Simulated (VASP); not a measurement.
The system is Pd.

```xyz
1
Lattice="0.0000 1.9594 1.9594 1.9594 0.0000 1.9594 1.9594 1.9594 0.0000" Properties=species:S:1:pos:R:3 pbc="T T T"
Pd    0.0000    0.0000    0.0000
```

Base run:

| Property | Result |
| --- | --- |
| Program | VASP 6.6.1 |
| Functional | PBE0 |
| Potentials or basis | VASP PAW PBE potentials, release 64 (Pd) |
| Cutoff | 520 eV |
| k mesh | 8 × 8 × 8 |
| Occupations | fermi-dirac, width 0.05 eV |
| Spin | no spin polarisation |

Its results: band gap on the k mesh zero (bands 5 and 6 overlap by 2.70 eV); pressure -0.7 GPa.

Q: The run is repeated on the same cell with these changes: functional from PBE0 to PBEsol-based screened hybrid with 25 % exact exchange; k mesh from 8 × 8 × 8 to 6 × 6 × 6. What comes out?

A: Band gap on the k mesh zero (bands 5 and 6 overlap by 2.20 eV); pressure -8.3 GPa.

Several settings changed at once.

Caveats: some runs use coarse meshes; the PAW data sets were made with another functional, which shifts forces and pressure a little.
